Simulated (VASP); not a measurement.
# Pd (P6_3/mmc) in VASP: notebook

Pd is run at these levels: PBE; tasks: single point.

All numbers are computed with VASP 6.6.1; they aren't measurements. Logs are shortened: lines on timing, memory, paths and dates and some standing lists are left out, and cuts for length are marked.

## 1. The cell of the first run

Symmetry: P6_3/mmc, No. 194, hexagonal system. The conventional cell has a = 2.703 Å, b = 2.703 Å, c = 8.938 Å, α = 90.00°, β = 90.00°, γ = 120.00°. Within 3.6 Å of Pd (site symmetry -3m) lie 12 Pd at 2.70 to 2.73 Å. Within 3.6 Å of Pd (site symmetry -6m2) lie 12 Pd at 2.70 to 2.73 Å.

This isn't the form of Pd at room conditions, which is fcc.

## 2. Single point, PBE, collinear spin (14.14 Å³/atom)

INCAR reads:

```
SYSTEM = Pd
  PREC = Accurate
  ENCUT = 500
  EDIFF = 1E-6
  ISMEAR = -1
  SIGMA = 0.05
  LREAL = .FALSE.
  LASPH = .TRUE.
  NELM = 200
  ALGO = Normal
  ISIF = 2
  LWAVE = .FALSE.
  LCHARG = .TRUE.
  ISPIN = 2
  MAGMOM = 0.35 0.35 0.354 0.354
  LORBIT = 11
  LMAXMIX = 4
  GGA = PE
  LELF = .TRUE.
  LVHAR = .TRUE.
  NBANDS = 32
  GGA_COMPAT = .FALSE.
```

KPOINTS reads:

```
regular mesh
0
G
  15 15 4
  0 0 0
```

POSCAR reads:

```
Pd
1.0
    2.7026642107      0.0000000000      0.0000000000
   -1.3513321054      2.3405758644      0.0000000000
    0.0000000000      0.0000000000      8.9383368033
Pd
4
Direct
    0.0000000000      1.0000000000      1.0000000000
    0.0000000000      1.0000000000      0.5000000000
    0.3333333333      0.6666666667      0.2500000000
    0.6666666667      0.3333333333      0.7500000000
```

Potentials or basis: VASP PAW PBE potentials, release 64 (Pd).

Started as:

```sh
> cat potpaw_PBE.64/Pd/POTCAR > POTCAR
> mpirun -np 1 vasp_std > vasp.out
```

OUTCAR:

```text
SYSTEM = Pd
   PREC = Accurate
   ENCUT = 500
   EDIFF = 1E-6
   ISMEAR = -1
   LREAL = .FALSE.
   LASPH = .TRUE.
   NELM = 200
   ISIF = 2
   ISPIN = 2
   LORBIT = 11
   GGA = PE

 ion  position               nearest neighbor table
   1  0.000  0.000  0.000-   3 2.73   4 2.73   4 2.73   3 2.73   4 2.73   3 2.73
   2  0.000  0.000  0.500-   3 2.73   4 2.73   4 2.73   3 2.73   4 2.73   3 2.73
   3  0.333  0.667  0.250-   1 2.73   2 2.73   1 2.73   2 2.73   1 2.73   2 2.73
   4  0.667  0.333  0.750-   1 2.73   2 2.73   1 2.73   2 2.73   1 2.73   2 2.73

  LATTYP: Found a hexagonal cell.
 ALAT       =     2.7026642107
 C/A-ratio  =     3.3072317190

  Lattice vectors:

 A1 = (   2.7026642107,   0.0000000000,   0.0000000000)
 A2 = (  -1.3513321054,   2.3405758644,   0.0000000000)
 A3 = (   0.0000000000,   0.0000000000,   8.9383368033)

Analysis of symmetry for initial positions (statically):
=====================================================================
 Subroutine PRICEL returns:
 Original cell was already a primitive cell.

 Routine SETGRP: Setting up the symmetry group for a
 hexagonal supercell.

 Subroutine GETGRP returns: Found 24 space group operations
 (whereof 12 operations were pure point group operations)
 out of a pool of 24 trial point group operations.

The static configuration has the point symmetry D_3d.
 The point group associated with its full space group is D_6h.

Analysis of symmetry for dynamics (positions and initial velocities):
=====================================================================
 Subroutine PRICEL returns:
 Original cell was already a primitive cell.

 Routine SETGRP: Setting up the symmetry group for a
 hexagonal supercell.

 Subroutine GETGRP returns: Found 24 space group operations
 (whereof 12 operations were pure point group operations)
 out of a pool of 24 trial point group operations.

The dynamic configuration has the point symmetry D_3d.
 The point group associated with its full space group is D_6h.

Analysis of structural, dynamic, and magnetic symmetry:
=====================================================================
 Subroutine PRICEL returns:
 Original cell was already a primitive cell.

 Routine SETGRP: Setting up the symmetry group for a
 hexagonal supercell.

 Subroutine GETGRP returns: Found 24 space group operations
 (whereof 12 operations were pure point group operations)
 out of a pool of 24 trial point group operations.

The overall configuration has the point symmetry D_3d.
 The point group associated with its full space group is D_6h.

 Subroutine INISYM returns: Found 24 space group operations
 (whereof 12 operations are pure point group operations),
 and found     1 'primitive' translations

----------------------------------------------------------------------------------------

                                     Primitive cell

  volume of cell :      56.5420

  direct lattice vectors                    reciprocal lattice vectors
     2.702664211  0.000000000  0.000000000     0.370005270  0.213622642  0.000000000
    -1.351332105  2.340575864  0.000000000     0.000000000  0.427245284  0.000000000
     0.000000000  0.000000000  8.938336803     0.000000000  0.000000000  0.111877637

  length of vectors
     2.702664211  2.702664211  8.938336803     0.427245284  0.427245284  0.111877637

  position of ions in fractional coordinates (direct lattice)
     0.000000000  0.000000000  0.000000000
     0.000000000  0.000000000  0.500000000
     0.333333333  0.666666667  0.250000000
     0.666666667  0.333333333  0.750000000

  ion indices of the primitive-cell ions
   primitive index   ion index
                 1           1
                 2           2
                 3           3
                 4           4

----------------------------------------------------------------------------------------

 KPOINTS: regular mesh

Automatic generation of k-mesh.
 Grid dimensions read from file:
 generate k-points for:   15   15    4

 Generating k-lattice:

  Cartesian coordinates                     Fractional coordinates (reciprocal lattice)
     0.024667018  0.014241509  0.000000000     0.066666667  0.000000000  0.000000000
     0.000000000  0.028483019  0.000000000     0.000000000  0.066666667  0.000000000
     0.000000000  0.000000000  0.027969409     0.000000000  0.000000000  0.250000000

  Length of vectors
     0.028483019  0.028483019  0.027969409

  Shift w.r.t. Gamma in fractional coordinates (k-lattice)
     0.000000000  0.000000000  0.000000000

 Subroutine IBZKPT returns following result:
 ===========================================

 Found     81 irreducible k-points:

 Following reciprocal coordinates:
            Coordinates               Weight
  0.000000  0.000000  0.000000      1.000000
  0.066667  0.000000  0.000000      6.000000
  0.133333  0.000000  0.000000      6.000000
  0.200000  0.000000  0.000000      6.000000
  0.266667  0.000000  0.000000      6.000000
  0.333333  0.000000  0.000000      6.000000
[... 16 lines left out ...]
  0.333333  0.200000  0.000000     12.000000
  0.400000  0.200000  0.000000      6.000000
 [... further k-points ...]
   k-points           NKPTS =     81   k-points in BZ     NKDIM =     81   number of bands    NBANDS=     32
   number of dos      NEDOS =    301   number of ions     NIONS =      4
   total plane-waves  NPLWV =  28000
   dimension x,y,z NGX =    20 NGY =   20 NGZ =   70
   dimension x,y,z NGXF=    40 NGYF=   40 NGZF=  140
   ions per type =               4
   NGX,Y,Z   is equivalent  to a cutoff of  12.30, 12.30, 13.02 a.u.
   NGXF,Y,Z  is equivalent  to a cutoff of  24.60, 24.60, 26.04 a.u.
 SYSTEM =  Pd
   PREC   = accura    normal or accurate (medium, high low for compatibility)
   ISTART =      0    job   : 0-new  1-cont  2-samecut
   ICHARG =      2    charge: 1-file 2-atom 10-const
   ISPIN  =      2    spin polarized calculation?
   LNONCOLLINEAR =      F non collinear calculations
   LSORBIT =      F    spin-orbit coupling
   LASPH  =      T    aspherical Exc in radial PAW
   ENCUT  =  500.0 eV  36.75 Ry    6.06 a.u.   4.93  4.93 16.30*2*pi/ulx,y,z
   NELM   =    200;   NELMIN=  2; NELMDL= -5     # of ELM steps
   EDIFF  = 0.1E-05   stopping-criterion for ELM
   LREAL  =      F    real-space projection
   EDIFFG = 0.1E-04   stopping-criterion for IOM
   NSW    =      0    number of steps for IOM
   IBRION =     -1    ionic relax: 0-MD 1-quasi-New 2-CG
   NFREE  =      0    steps in history (QN), initial steepest desc. (CG)
   ISIF   =      2    stress and relaxation
   ISYM   =      2    0-nonsym 1-usesym 2-fastsym
   POTIM  = 0.5000    time-step for ionic-motion
   TEBEG  =    0.0;   TEEND  =   0.0 temperature during run
   PSTRESS=    0.0 pullay stress
   NELECT =      40.0000    total number of electrons
   NUPDOWN=      -1.0000    fix difference up-down
   EMIN   =  10.00;   EMAX   =-10.00  energy-range for DOS
   EFERMI =   0.00;   METHOD = LEGACY
   ISMEAR =    -1;   SIGMA  =   0.05  broadening in eV -4-tet -1-fermi 0-gaus
   EFERMI_NEDOS =   21; number of points for ismear=-14 and -15
   IALGO  =     38    algorithm
   IMIX   =      4    mixing-type and parameters
     AMIX     =   0.40;   BMIX     =  1.00
     AMIX_MAG =   1.60;   BMIX_MAG =  1.00
  volume/ion in A,a.u.               =      14.14        95.39
  Fermi-wavevector in a.u.,A,eV,Ry     =   1.458717  2.756575 28.951221  2.127855
  Thomas-Fermi vector in A             =   2.575369
   LORBIT       =     11    0 simple, 1 ext, 2 COOP (PROOUT), +10 PAW based schemes
   GGA     = PE    functional components
   LHFCALC =     F    Hartree Fock is set to
   AEXX    =    0.0000 exact exchange contribution
   IVDW    =     0    specifies the selected vdW correction
   LEPSILON=     F    determine dielectric tensor
   LRPA    =     F    only Hartree local field effects (RPA)
 spin polarized calculation
  energy-cutoff  :      500.00
  volume of cell :       56.54
 maximum number of plane-waves:      1479
 NGX is ok and might be reduce to    20
   NGX =  9   NGY =  9   NGZ = 33

 number of electron      40.0000003 magnetization       0.0002441

 Free energy of the ion-electron system (eV)
  ---------------------------------------------------
  ext. energy  EPLUGINS =         0.00000000
  ---------------------------------------------------
  free energy    TOTEN  =       -20.62466776 eV

  energy without entropy =      -20.55428331  energy(sigma->0) =      -20.58947553

 E-fermi :  10.5344     XC(G=0): -13.4517

 val. band max:       10.5318745408   @ k =   0.4667   0.0000   0.5000
 cond. band min:      10.5356157617   @ k =   0.4667   0.0667   0.0000
 fundamental gap:      0.0037412210
 Fermi energy:        10.5343963377

 spin component 1

 k-point     1 :       0.0000    0.0000    0.0000
  band No.  band energies     occupation
      1       3.0452      1.00000
      2       4.7309      1.00000
      3       4.7377      1.00000
      4       4.8769      1.00000
      5       7.4019      1.00000
      6       7.4071      1.00000
[... 24 lines left out ...]
     31      29.6943      0.00000
     32      30.4382      0.00000

 k-point     2 :       0.0667    0.0000    0.0000
  band No.  band energies     occupation
      1       3.1960      1.00000
      2       4.8688      1.00000
      3       4.8771      1.00000
      4       4.9893      1.00000
      5       7.1667      1.00000
      6       7.3192      1.00000
[... 24 lines left out ...]
     31      29.7567      0.00000
     32      30.4956      0.00000
[... 733 lines left out ...]
     31      23.4290      0.00000
     32      25.2217      0.00000

 k-point    24 :       0.4000    0.2000    0.0000
  band No.  band energies     occupation
      1       5.3269      1.00000
      2       5.4965      1.00000
      3       5.7383      1.00000
      4       6.2636      1.00000
      5       6.3888      1.00000
      6       6.5097      1.00000
[... 24 lines left out ...]
     31      23.1295      0.00000
     32      23.9320      0.00000

 [... further k-points ...]

 spin component 2

 k-point     1 :       0.0000    0.0000    0.0000
  band No.  band energies     occupation
      1       3.0452      1.00000
      2       4.7309      1.00000
      3       4.7378      1.00000
      4       4.8770      1.00000
      5       7.4020      1.00000
      6       7.4071      1.00000
[... 24 lines left out ...]
     31      29.6943      0.00000
     32      30.4382      0.00000

 k-point     2 :       0.0667    0.0000    0.0000
  band No.  band energies     occupation
      1       3.1961      1.00000
      2       4.8688      1.00000
      3       4.8771      1.00000
      4       4.9894      1.00000
      5       7.1667      1.00000
      6       7.3192      1.00000
[... 24 lines left out ...]
     31      29.7567      0.00000
     32      30.4956      0.00000
[... 733 lines left out ...]
     31      23.4290      0.00000
     32      25.2217      0.00000

 k-point    24 :       0.4000    0.2000    0.0000
  band No.  band energies     occupation
      1       5.3269      1.00000
      2       5.4965      1.00000
      3       5.7383      1.00000
      4       6.2636      1.00000
      5       6.3888      1.00000
      6       6.5098      1.00000
[... 24 lines left out ...]
     31      23.1295      0.00000
     32      23.9321      0.00000

 [... further k-points ...]

------------------------ aborting loop because EDIFF is reached ----------------------------------------

  FORCE on cell =-STRESS in cart. coord.  units (eV):
  Direction    XX          YY          ZZ          XY          YZ          ZX
  --------------------------------------------------------------------------------------
  -------------------------------------------------------------------------------------
  Total        6.0826479      6.0826479      5.8386042     -0.0000000     -0.0000000      0.0000000
  in kB      172.3581125    172.3581125    165.4428840     -0.0000000     -0.0000000      0.0000000
  external PRESSURE =     170.0530364 kB  Pullay stress =       0.0000000 kB

 VOLUME and BASIS-vectors are now :
 -----------------------------------------------------------------------------
  energy-cutoff  :      500.00
  volume of cell :       56.54
      direct lattice vectors                 reciprocal lattice vectors
     2.702664211  0.000000000  0.000000000     0.370005270  0.213622642  0.000000000
    -1.351332105  2.340575864  0.000000000     0.000000000  0.427245284  0.000000000
     0.000000000  0.000000000  8.938336803     0.000000000  0.000000000  0.111877637

 POSITION                                       TOTAL-FORCE (eV/Angst)
 -----------------------------------------------------------------------------------
      0.00000      0.00000      0.00000         0.000000      0.000000      0.000000
      0.00000      0.00000      4.46917         0.000000      0.000000      0.000000
     -0.00000      1.56038      2.23458        -0.000000     -0.000000     -0.000000
      1.35133      0.78019      6.70375         0.000000     -0.000000      0.000000
 -----------------------------------------------------------------------------------
    total drift:                                0.000000     -0.000000      0.000000

  FREE ENERGIE OF THE ION-ELECTRON SYSTEM (eV)
  ---------------------------------------------------
  free  energy   TOTEN  =       -20.6246677563 eV

  energy  without entropy=      -20.5542833131  energy(sigma->0) =      -20.58947553

 total charge

# of ion       s       p       d       tot
------------------------------------------
    1        0.512   0.521   8.506   9.539
    2        0.512   0.521   8.506   9.539
    3        0.512   0.523   8.501   9.537
    4        0.512   0.523   8.501   9.537
--------------------------------------------------
tot          2.049   2.089  34.015  38.153

 magnetization (x)

# of ion       s       p       d       tot
------------------------------------------
    1        0.000   0.000   0.000   0.000
    2        0.000   0.000   0.000   0.000
    3        0.000   0.000   0.000   0.000
    4        0.000   0.000   0.000   0.000
--------------------------------------------------
tot          0.000   0.000   0.000   0.000
```

Run time: 5.3 min. Hardware: 1 thread of Intel Xeon Platinum 8259CL at 2.50GHz (Skylake/Cascade Lake), shared host; peak memory 0.31 GiB.

What came out:

* Free energy: -20.6247 eV
* Pressure: 17.0 GPa
* Band gap on the k mesh: zero (filled and empty bands overlap)
* Net moment: 0.00 μB per cell
* Valence electrons inside the program's atomic spheres: Pd 9.54

Stress tensor (GPa, compression positive):
```
17.24  0.00  0.00
 0.00 17.24  0.00
 0.00  0.00 16.54
```

Caveat: the cell stands under pressure.

## 3. Single point, PBE, collinear spin (17.21 Å³/atom)

This run uses another cell than the first one, of 17.21 Å³/atom.

INCAR reads:

```
PREC = Accurate ; ENCUT = 500
EDIFF = 1E-6 ; ISMEAR = -1
SIGMA = 0.05 ; LREAL = False
LASPH = True ; NELM = 200
ALGO = Normal ; ISIF = 2
LWAVE = False ; LCHARG = False
ISPIN = 2 ; MAGMOM = 0.35 0.35 0.354 0.354
LORBIT = 11 ; LMAXMIX = 4
GGA = PE ; NBANDS = 32
GGA_COMPAT = False
```

KPOINTS reads:

```
Automatic mesh
0
Gamma
  15 15 4
```

POSCAR reads:

```
Pd
1.0
    2.8858172324      0.0000000000      0.0000000000
   -1.4429086162      2.4991910339      0.0000000000
    0.0000000000      0.0000000000      9.5440662858
Pd
4
Direct
    0.0000000000      1.0000000000      1.0000000000
    0.0000000000      1.0000000000      0.5000000000
    0.3333333333      0.6666666667      0.2500000000
    0.6666666667      0.3333333333      0.7500000000
```

Potentials or basis: VASP PAW PBE potentials, release 64 (Pd).

Started as:

```sh
> cat potpaw_PBE.64/Pd/POTCAR > POTCAR
> mpirun -np 1 vasp_std > vasp.out
```

Run time: 4.9 min. Hardware: 1 thread of Intel Xeon Platinum 8259CL at 2.50GHz (Skylake/Cascade Lake), shared host; peak memory 0.37 GiB.

It converged, with:

```
Free energy                                           : -20.5029 eV
Pressure                                              : -13.7 GPa
Net moment                                            : 1.48 μB per cell
Site moments                                          : Pd +0.37, +0.38 (each value once) μB
Valence electrons inside the program's atomic spheres : Pd 9.17
```

Stress tensor (GPa, compression positive):
```
-13.58   0.00   0.00
  0.00 -13.58   0.00
  0.00   0.00 -13.92
```

Levels at points of the mesh, in eV from the Fermi level:
Spin up:
```tsv
k point	band 18	band 19	band 20	band 21	band 22	band 23
(0.00, 0.00, 0.00)	-0.98	-0.98	-0.72	-0.72	-0.29	-0.29
(0.00, 0.00, 0.50)	-1.17	-0.60	-0.60	-0.47	-0.47	-0.47
```
Spin down:
```tsv
k point	band 16	band 17	band 18	band 19	band 20	band 21	band 22	band 23
(0.00, 0.00, 0.00)	-1.09	-1.09	-0.72	-0.72	-0.46	-0.46	0.00	0.00
(0.00, 0.00, 0.50)	-0.92	-0.92	-0.92	-0.53	-0.53	-0.19	-0.19	-0.19
```

Caveat: the cell stands under tension.
